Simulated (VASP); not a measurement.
Runs of VASP 6.6.1 on BP. The structure is that of space group P6_3/mmc (No. 194), or close to it. The cells are those of the table. 

```tsv
task	cell	k mesh	cutoff (eV)	smearing	gap on the mesh (eV)	pressure (GPa)
single point	a = 3.204, b = 3.204, c = 8.445 Å, angles 90.0, 90.0, 120.0°, 4 atoms	12 × 12 × 4	520	gaussian 0.02 eV	1.07	-0.4
single point	a = 3.203, b = 3.203, c = 8.357 Å, angles 90.0, 90.0, 120.0°, 4 atoms	12 × 12 × 4	520	gaussian 0.1 eV	1.07	-0.2
relaxation of cell and atoms	relaxed from a = 2.847, b = 2.847, c = 7.824 Å, angles 90.0, 90.0, 120.0°, 4 atoms	12 × 12 × 4	600	gaussian 0.1 eV	1.07	-0.2
single point	a = 2.847, b = 2.847, c = 7.824 Å, angles 90.0, 90.0, 120.0°, 4 atoms	6 × 6 × 4	520	gaussian 0.1 eV	(a)	64.7
```

Alike in all rows: level r2SCAN; potentials or basis VASP PAW PBE potentials, release 64 (B, P); no spin polarisation.

Task: Fill in the values left out.

Result: (a) 0.30.

Caveats: some runs use coarse meshes; the PAW data sets were made with another functional, which shifts forces and pressure a little.

A k mesh can miss the band edges.
